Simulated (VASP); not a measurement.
Runs of VASP 6.6.1 on AlO2. The structure is that of space group P4/mmm (No. 123), or close to it. The cells are those of the table. The cell was built from a structure type or drawn by symmetry, and may not be a known phase.

```tsv
task	cell	k mesh	cutoff (eV)	gap on the mesh (eV)	pressure (GPa)	moment (μB)	relaxed volume (Å³/atom)
relaxation of cell and atoms	relaxed from a = 2.748, b = 2.748, c = 3.688 Å, 3 atoms	16 × 16 × 12	600	none	0.0	1.00	9.25
relaxation of cell and atoms	relaxed from a = 2.739, b = 2.739, c = 3.711 Å, 3 atoms	6 × 6 × 6	600	none	0.5	1.00	(a)
single point	a = 2.739, b = 2.739, c = 3.711 Å, 3 atoms	6 × 6 × 4	520	none	-0.1	1.00	-
single point	a = 2.742, b = 2.742, c = 3.702 Å, 3 atoms	16 × 16 × 12	520	none	-0.2	1.00	-
single point	a = 2.748, b = 2.748, c = 3.688 Å, 3 atoms	6 × 6 × 6	520	none	-0.2	1.00	-
```

Alike in all rows: level PBE; potentials or basis VASP PAW PBE potentials, release 64 (Al, O); spin collinear, ferromagnetic start; smearing gaussian 0.1 eV.

Task: Estimate the missing entries.

Result: (a) 9.23.

Caveats: some runs use coarse meshes.

A gap of «none» marks levels without a gap at the run's occupations.
